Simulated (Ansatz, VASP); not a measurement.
## One calculation of Cu3O2, two programs

```
CELL_PARAMETERS angstrom
-2.02298 2.02298 3.74709
2.02298 -2.02298 3.74709
2.02298 2.02298 -3.74709
ATOMIC_POSITIONS crystal
Cu 0.00000 0.00000 0.00000
Cu 0.75000 0.25000 0.50000
Cu 0.25000 0.75000 0.50000
O 0.50000 0.00000 0.50000
O 0.00000 0.50000 0.50000
```

Alike in both runs: functional PBEsol; k mesh 8 × 8 × 8; occupations fermi-dirac, width 0.05 eV; no spin polarisation.

```csv
,VASP,Ansatz
version,VASP 6.6.1,Ansatz 0.2.0
potentials or method,"VASP PAW PBE potentials, release 64 (Cu, O)",Ansatz PAW
plane-wave cutoff (eV),520,420
valence electrons in the cell,45,69
task,single point,band structure
```

VASP gave:

```
gap on the k mesh at the Fermi level (eV)                     : none
pressure (GPa)                                                : -9.3
traceless stress, the component that is largest in VASP (GPa) : -6.87
```

Problem. Which values does Ansatz return?

Solution. gap on the k mesh at the Fermi level (eV): none; pressure (GPa): -9.9; traceless stress, the component that is largest in VASP (GPa): -7.45.

VASP's potentials were made for PBE, not for PBEsol. A gap of «none» marks a metal or a gap that the smearing closes. VASP's potentials hold 45 valence electrons a cell and Ansatz's 69, so a difference there can come from the potentials and not from the codes.
